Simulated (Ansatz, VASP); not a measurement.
One calculation of BN, two programs

```
B N
1.0
    -2.69058    2.69058    1.31158
     2.69058   -2.69058    1.31158
     2.69058    2.69058   -1.31158
B N
1 1
Direct
  0.00000 0.00000 0.00000
  0.50000 0.50000 0.00000
```

Alike in both runs: functional PBE; k mesh 10 × 10 × 10; occupations gaussian, width 0.02 eV; no spin polarisation.

Ansatz relaxed the structure, and its values are those at the end. VASP's run is a single point on that final structure, the one shown.

```csv
,VASP,Ansatz
version,VASP 6.6.1,Ansatz 0.2.0
potentials or method,"VASP PAW PBE potentials, release 64 (B, N), cutoff 520 eV","scalar-relativistic, plane waves, PAW"
valence electrons in the cell,8,8
```

Ansatz gave:

* gap on the k mesh at the Fermi level (eV): 3.86
* least direct gap on the mesh (eV): 3.86
* pressure (GPa): 0.0

Q: Which values does VASP return?

A: gap on the k mesh at the Fermi level (eV): 3.85; least direct gap on the mesh (eV): 3.85; pressure (GPa): -0.3.
